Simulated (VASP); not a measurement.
A run of VASP 6.6.1:

The input INCAR:

```
SYSTEM = LuAlAs2
PREC = Accurate
ENCUT = 520
EDIFF = 1E-6
ISMEAR = -1
SIGMA = 0.02
LREAL = .FALSE.
LASPH = .TRUE.
NELM = 100
ALGO = Normal
ISIF = 2
LWAVE = .FALSE.
LCHARG = .TRUE.
GGA = PE
LELF = .TRUE.
LVHAR = .TRUE.
NBANDS = 27
```

File KPOINTS:

```
regular mesh
0
G
  6 6 4
  0 0 0
```

The input POSCAR:

```
LuAlAs2
1.0
    3.8827437409      0.0000000000      0.0000000000
    0.0000000000      3.8827437409      0.0000000000
    0.0000000000      0.0000000000      5.6197689241
Al As Lu
1 2 1
Direct
    0.0000000000      0.0000000000      0.0000000000
    0.0000000000      0.0000000000      0.5000000000
    0.5000000000      0.5000000000      0.0000000000
    0.5000000000      0.5000000000      0.5000000000
```

Potentials or basis: VASP PAW PBE potentials, release 64 (Al, As, Lu).

Launch:

```console
$ cat potpaw_PBE.64/Al/POTCAR potpaw_PBE.64/As/POTCAR potpaw_PBE.64/Lu/POTCAR > POTCAR
$ mpirun -np 1 vasp_std > vasp.out
```

Hardware: 1 thread of Intel(R) Xeon(R) Platinum 8375C CPU @ 2.90GHz (Ice Lake) (shared host).

**Question.** Estimate the wall time of this run.

**Answer.** It took 68 s on 1 thread of Intel(R) Xeon(R) Platinum 8375C CPU @ 2.90GHz (Ice Lake), on a shared host, peak memory 0.23 GiB. Counts: scf iterations 13, k points 30.
